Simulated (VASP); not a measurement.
MgBe2Te2O, 6 atoms in the cell. It takes space group P4/mmm (No. 123, tetragonal). Conventional cell: a = 4.231 Å, b = 4.231 Å, c = 5.609 Å, α = 90.00°, β = 90.00°, γ = 90.00°. Within 3.7 Å of Mg (site symmetry 4/mmm) lie 2 O at 2.80 Å and 8 Te at 3.26 Å and 8 Be at 3.51 Å. Be (site symmetry mmm) has 2 O at 2.12 Å and 4 Te at 2.60 Å within 2.8 Å. Te (site symmetry 4mm) has 2 Te at 2.57 to 3.04 Å and 4 Be at 2.60 Å and 4 Mg at 3.26 Å and 4 O at 3.36 Å within 3.4 Å. O (site symmetry 4/mmm) has 4 Be at 2.12 Å within 2.8 Å. 

```yaml
Program: VASP 6.6.1
Task: relaxation of cell and atoms
Functional: PBE
Potentials_or_basis: VASP PAW PBE potentials, release 64 (Mg, Be, Te, O)
Cutoff: 600 eV
k_mesh: 4 × 4 × 4
Occupations: gaussian, width 0.1 eV
Spin: no spin polarisation
Dipole_correction: no
Further_INCAR_settings: ALGO = Normal; EDIFF = 1e-06; IBRION = 2; EDIFFG = -0.04; NSW = 90; ISIF = 3
```

Potentials or basis: VASP PAW PBE potentials, release 64 (Mg, Be, Te, O).

Launch:

```bash
$ cat potpaw_PBE.64/Mg/POTCAR potpaw_PBE.64/Be/POTCAR potpaw_PBE.64/Te/POTCAR potpaw_PBE.64/O/POTCAR > POTCAR
$ mpirun -np 1 vasp_std > vasp.out
```

Hardware: 1 thread of Intel(R) Xeon(R) 6975P-C (Granite Rapids) (shared host).

Question: How long does it take, and how much memory?

Answer: Run time: 3.3 min on 1 thread of Intel(R) Xeon(R) 6975P-C (Granite Rapids), on a shared host, peak memory 0.29 GiB. Counts: scf iterations 148, k points 18, ion steps 16.
